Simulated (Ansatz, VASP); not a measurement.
# Two plane-wave programs on Cs4Zn

```
Cs Zn
1.0
     7.69902    0.00000    0.00000
     0.00000    7.69902    0.00000
     0.00000    0.00000    7.69902
Cs Zn
4 1
Direct
  0.50000 0.00000 0.00000
  0.00000 0.50000 0.00000
  0.00000 0.00000 0.50000
  0.50000 0.50000 0.50000
  0.00000 0.00000 0.00000
```

Alike in both runs: functional PBE; k mesh 6 × 6 × 6; occupations gaussian, width 0.1 eV; no spin polarisation.

Ansatz relaxed the structure, and its values are those at the end. VASP's run is a single point on that final structure, the one shown.

```csv
,VASP,Ansatz
version,VASP 6.6.1,Ansatz 0.2.0
potentials or method,"VASP PAW PBE potentials, release 64 (Cs_sv, Zn), cutoff 520 eV","scalar-relativistic, plane waves, PAW"
valence electrons in the cell,48,48
```

```tsv
	VASP	Ansatz	Ansatz less VASP
gap on the k mesh at the Fermi level (eV)	none	none	-
pressure (GPa)	0.0	0.0	+0.01
```

A gap of «none» marks a metal or a gap that the smearing closes.

Neither program's run includes spin-orbit coupling.
